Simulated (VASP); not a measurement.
# Pb (C2/m) in VASP: single point with PBEsol

Aim: the single point of Pb with PBEsol.

Program: VASP 6.6.1. These are calculated values, not measurements. Logs are shortened: lines on timing, memory, paths and dates and some standing lists are left out, and cuts for length are marked.

## 1. The cell of the first run

It takes space group C2/m (No. 12, monoclinic). Conventional cell: a = 4.554 Å, b = 5.122 Å, c = 3.190 Å, α = 90.00°, β = 130.47°, γ = 90.00°. Within 4.2 Å of Pb (site symmetry 2/m) lie 12 Pb at 3.19 to 3.53 Å.

## 2. Single point, PBEsol (strained)

Contents of INCAR:

```
SYSTEM = Pb
ALGO = Normal
EDIFF = 1E-7
ENCUT = 520
GGA = PS
ISIF = 2
ISMEAR = 0
LASPH = .TRUE.
LCHARG = .FALSE.
LREAL = .FALSE.
LWAVE = .FALSE.
NBANDS = 13
NELM = 80
PREC = Accurate
SIGMA = 0.1
```

Contents of KPOINTS:

```
k-points
0
G
  14 14 14
  0 0 0
```

Contents of POSCAR:

```
Pb
1.0
   -0.1001503900      2.4334198460      2.5610838080
    2.2749821760     -0.1001503900      2.5610838080
    2.1748317860      2.3332694560      0.0000000000
Pb
1
Direct
    0.0000000000      0.0000000000      0.0000000000
```

Potentials or basis: VASP PAW PBE potentials, release 64 (Pb_d).

Command:

```bash
$ cat potpaw_PBE.64/Pb_d/POTCAR > POTCAR
$ mpirun -np 1 vasp_std > vasp.out
```

OUTCAR:

```text
SYSTEM = Pb
   EDIFF = 1E-7
   ENCUT = 520
   GGA = PS
   ISIF = 2
   ISMEAR = 0
   LASPH = .TRUE.
   LREAL = .FALSE.
   NELM = 80
   PREC = Accurate

 ion  position               nearest neighbor table
   1  0.000  0.000  0.000-

  LATTYP: Found a base centered monoclinic cell.
 ALAT       =     4.5543710880
 B/A-ratio  =     1.1246706773
 C/A-ratio  =     0.7003551058
 COS(beta)  =    -0.6490031655

  Lattice vectors:

 A1 = (  -2.2749821760,   0.1001503900,  -2.5610838080)
 A2 = (  -2.2749821760,   0.1001503900,   2.5610838080)
 A3 = (   2.1748317860,   2.3332694560,   0.0000000000)

Analysis of symmetry for initial positions (statically):
=====================================================================
 Subroutine PRICEL returns:
 Original cell was already a primitive cell.

 Routine SETGRP: Setting up the symmetry group for a
 base centered monoclinic supercell.

 Subroutine GETGRP returns: Found  4 space group operations
 (whereof  4 operations were pure point group operations)
 out of a pool of  4 trial point group operations.

The static configuration has the point symmetry C_2h.

Analysis of symmetry for dynamics (positions and initial velocities):
=====================================================================
 Subroutine PRICEL returns:
 Original cell was already a primitive cell.

 Routine SETGRP: Setting up the symmetry group for a
 base centered monoclinic supercell.

 Subroutine GETGRP returns: Found  4 space group operations
 (whereof  4 operations were pure point group operations)
 out of a pool of  4 trial point group operations.

The dynamic configuration has the point symmetry C_2h.

 Subroutine INISYM returns: Found  4 space group operations
 (whereof  4 operations are pure point group operations),
 and found     1 'primitive' translations

----------------------------------------------------------------------------------------

                                     Primitive cell

  volume of cell :      28.3049

  direct lattice vectors                    reciprocal lattice vectors
    -0.100150390  2.433419846  2.561083808    -0.211119051  0.196783282  0.195229847
     2.274982176 -0.100150390  2.561083808     0.211119051 -0.196783282  0.195229847
     2.174831786  2.333269456  0.000000000     0.229242680  0.214906912 -0.195229847

  length of vectors
     3.534220214  3.427057670  3.189677045     0.348438814  0.348438814  0.369934967

  position of ions in fractional coordinates (direct lattice)
     0.000000000  0.000000000  0.000000000

  ion indices of the primitive-cell ions
   primitive index   ion index
                 1           1

----------------------------------------------------------------------------------------

 KPOINTS: k-points

Automatic generation of k-mesh.
 Grid dimensions read from file:
 generate k-points for:   14   14   14

 Generating k-lattice:

  Cartesian coordinates                     Fractional coordinates (reciprocal lattice)
    -0.015079932  0.014055949  0.013944989     0.071428571  0.000000000 -0.000000000
     0.015079932 -0.014055949  0.013944989     0.000000000  0.071428571  0.000000000
     0.016374477  0.015350494 -0.013944989    -0.000000000  0.000000000  0.071428571

  Length of vectors
     0.024888487  0.024888487  0.026423926

  Shift w.r.t. Gamma in fractional coordinates (k-lattice)
     0.000000000  0.000000000  0.000000000

 Subroutine IBZKPT returns following result:
 ===========================================

 Found    744 irreducible k-points:

 Following reciprocal coordinates:
            Coordinates               Weight
  0.000000  0.000000  0.000000      1.000000
  0.071429  0.000000  0.000000      4.000000
  0.142857  0.000000  0.000000      4.000000
  0.214286  0.000000  0.000000      4.000000
  0.285714  0.000000  0.000000      4.000000
  0.357143 -0.000000  0.000000      4.000000
[... 16 lines left out ...]
  0.214286  0.142857 -0.000000      4.000000
  0.285714  0.142857  0.000000      4.000000
 [... further k-points ...]
   k-points           NKPTS =    744   k-points in BZ     NKDIM =    744   number of bands    NBANDS=     13
   number of dos      NEDOS =    301   number of ions     NIONS =      1
   total plane-waves  NPLWV =  18816
   dimension x,y,z NGX =    28 NGY =   28 NGZ =   24
   dimension x,y,z NGXF=    56 NGYF=   56 NGZF=   48
   ions per type =               1
   NGX,Y,Z   is equivalent  to a cutoff of  13.17, 13.58, 12.51 a.u.
   NGXF,Y,Z  is equivalent  to a cutoff of  26.34, 27.17, 25.02 a.u.
 SYSTEM =  Pb
   PREC   = accura    normal or accurate (medium, high low for compatibility)
   ISTART =      0    job   : 0-new  1-cont  2-samecut
   ICHARG =      2    charge: 1-file 2-atom 10-const
   ISPIN  =      1    spin polarized calculation?
   LNONCOLLINEAR =      F non collinear calculations
   LSORBIT =      F    spin-orbit coupling
   LASPH  =      T    aspherical Exc in radial PAW
   ENCUT  =  520.0 eV  38.22 Ry    6.18 a.u.   6.57  6.37  5.93*2*pi/ulx,y,z
   NELM   =     80;   NELMIN=  2; NELMDL= -5     # of ELM steps
   EDIFF  = 0.1E-06   stopping-criterion for ELM
   LREAL  =      F    real-space projection
   EDIFFG = 0.1E-05   stopping-criterion for IOM
   NSW    =      0    number of steps for IOM
   IBRION =     -1    ionic relax: 0-MD 1-quasi-New 2-CG
   NFREE  =      0    steps in history (QN), initial steepest desc. (CG)
   ISIF   =      2    stress and relaxation
   ISYM   =      2    0-nonsym 1-usesym 2-fastsym
   POTIM  = 0.5000    time-step for ionic-motion
   TEBEG  =    0.0;   TEEND  =   0.0 temperature during run
   PSTRESS=    0.0 pullay stress
   NELECT =      14.0000    total number of electrons
   NUPDOWN=      -1.0000    fix difference up-down
   EMIN   =  10.00;   EMAX   =-10.00  energy-range for DOS
   EFERMI =   0.00;   METHOD = LEGACY
   ISMEAR =     0;   SIGMA  =   0.10  broadening in eV -4-tet -1-fermi 0-gaus
   EFERMI_NEDOS =   21; number of points for ismear=-14 and -15
   IALGO  =     38    algorithm
   IMIX   =      4    mixing-type and parameters
     AMIX     =   0.40;   BMIX     =  1.00
     AMIX_MAG =   1.60;   BMIX_MAG =  1.00
  volume/ion in A,a.u.               =      28.30       191.01
  Fermi-wavevector in a.u.,A,eV,Ry     =   1.294684  2.446598 22.806173  1.676206
  Thomas-Fermi vector in A             =   2.426251
   LORBIT       =      0    0 simple, 1 ext, 2 COOP (PROOUT), +10 PAW based schemes
   GGA     = PS    functional components
   LHFCALC =     F    Hartree Fock is set to
   AEXX    =    0.0000 exact exchange contribution
   IVDW    =     0    specifies the selected vdW correction
   LEPSILON=     F    determine dielectric tensor
   LRPA    =     F    only Hartree local field effects (RPA)
 non-spin polarized calculation
 Gauss-broadening in eV      SIGMA  =   0.10
  energy-cutoff  :      520.00
  volume of cell :       28.30
 maximum number of plane-waves:       779
 NGX is ok and might be reduce to    28
   NGX = 13   NGY = 13   NGZ = 11

 number of electron      14.0000000 magnetization

 Free energy of the ion-electron system (eV)
  ---------------------------------------------------
  ext. energy  EPLUGINS =         0.00000000
  ---------------------------------------------------
  free energy    TOTEN  =        -3.95423091 eV

  energy without entropy =       -3.95172605  energy(sigma->0) =       -3.95297848

 E-fermi :   7.9505     XC(G=0): -10.6723

 val. band max:        7.9496015710   @ k =   0.3571   0.0000   0.2143
 cond. band min:       7.9539621947   @ k =   0.4286  -0.4286   0.0714
 fundamental gap:      0.0043606237
 Fermi energy:         7.9504655731

 k-point     1 :       0.0000    0.0000    0.0000
  band No.  band energies     occupation
      1      -9.3036      2.00000
      2      -9.1734      2.00000
      3      -9.0433      2.00000
      4      -9.0355      2.00000
      5      -8.9142      2.00000
      6      -4.3806      2.00000
      7      14.7345      0.00000
      8      15.4776      0.00000
      9      17.0414      0.00000
     10      18.3581      0.00000
     11      19.2134      0.00000
     12      19.9526      0.00000
     13      20.7124      0.00000

 k-point     2 :       0.0714    0.0000    0.0000
  band No.  band energies     occupation
      1      -9.3026      2.00000
      2      -9.1692      2.00000
      3      -9.0379      2.00000
      4      -9.0306      2.00000
      5      -8.9157      2.00000
      6      -4.2816      2.00000
      7      13.6759      0.00000
      8      15.1003      0.00000
      9      16.9343      0.00000
     10      18.3015      0.00000
     11      19.8059      0.00000
     12      20.3307      0.00000
     13      21.0756      0.00000

 k-point     3 :       0.1429    0.0000    0.0000
  band No.  band energies     occupation
      1      -9.3012      2.00000
      2      -9.1622      2.00000
      3      -9.0250      2.00000
      4      -9.0122      2.00000
      5      -8.9173      2.00000
      6      -3.9843      2.00000
      7      11.5142      0.00000
      8      14.6480      0.00000
      9      16.6495      0.00000
     10      18.1742      0.00000
     11      19.6417      0.00000
     12      20.6462      0.00000
     13      21.7363      0.00000
[... 305 lines left out ...]
 k-point    23 :       0.2143    0.1429   -0.0000
  band No.  band energies     occupation
      1      -9.3420      2.00000
      2      -9.0995      2.00000
      3      -9.0470      2.00000
      4      -8.9799      2.00000
      5      -8.8908      2.00000
      6      -3.5295      2.00000
      7      10.9297      0.00000
      8      13.1866      0.00000
      9      14.9324      0.00000
     10      16.7558      0.00000
     11      17.6059      0.00000
     12      21.2961      0.00000
     13      23.2704      0.00000

 k-point    24 :       0.2857    0.1429    0.0000
  band No.  band energies     occupation
      1      -9.3476      2.00000
      2      -9.1162      2.00000
      3      -9.0023      2.00000
      4      -8.9721      2.00000
      5      -8.8696      2.00000
      6      -2.9863      2.00000
      7       8.8185      0.00000
      8      12.5539      0.00000
      9      14.5407      0.00000
     10      17.3178      0.00000
     11      17.7085      0.00000
     12      20.9296      0.00000
     13      22.7420      0.00000

 [... further k-points ...]

------------------------ aborting loop because EDIFF is reached ----------------------------------------

  FORCE on cell =-STRESS in cart. coord.  units (eV):
  Direction    XX          YY          ZZ          XY          YZ          ZX
  --------------------------------------------------------------------------------------
  -------------------------------------------------------------------------------------
  Total        0.7169621      0.7817813      0.3695815      0.5539709      0.0000000      0.0000000
  in kB       40.5831283     44.2521730     20.9198944     31.3571264      0.0000000      0.0000000
  external PRESSURE =      35.2517319 kB  Pullay stress =       0.0000000 kB

 VOLUME and BASIS-vectors are now :
 -----------------------------------------------------------------------------
  energy-cutoff  :      520.00
  volume of cell :       28.30
      direct lattice vectors                 reciprocal lattice vectors
    -0.100150390  2.433419846  2.561083808    -0.211119051  0.196783282  0.195229847
     2.274982176 -0.100150390  2.561083808     0.211119051 -0.196783282  0.195229847
     2.174831786  2.333269456  0.000000000     0.229242680  0.214906912 -0.195229847

 POSITION                                       TOTAL-FORCE (eV/Angst)
 -----------------------------------------------------------------------------------
      0.00000      0.00000      0.00000        -0.000000      0.000000      0.000000
 -----------------------------------------------------------------------------------
    total drift:                                0.000000     -0.000000     -0.000000

  FREE ENERGIE OF THE ION-ELECTRON SYSTEM (eV)
  ---------------------------------------------------
  free  energy   TOTEN  =        -3.9542309116 eV

  energy  without entropy=       -3.9517260539  energy(sigma->0) =       -3.95297848
```

Run time: 4.6 min. Hardware: 1 thread of Intel Xeon 8259CL, shared host; peak memory 0.36 GiB.

Results:

* Free energy: -3.9542 eV
* Pressure: 3.5 GPa
* Band gap on the k mesh: zero (bands 7 and 8 overlap by 8.86 eV)

Caveat: the cell differs from its parent crystal (strained); the cell stands under pressure; the PAW data sets were made with another functional, which shifts forces and pressure a little; spin-orbit coupling is left out, which moves the levels of the heavy elements.
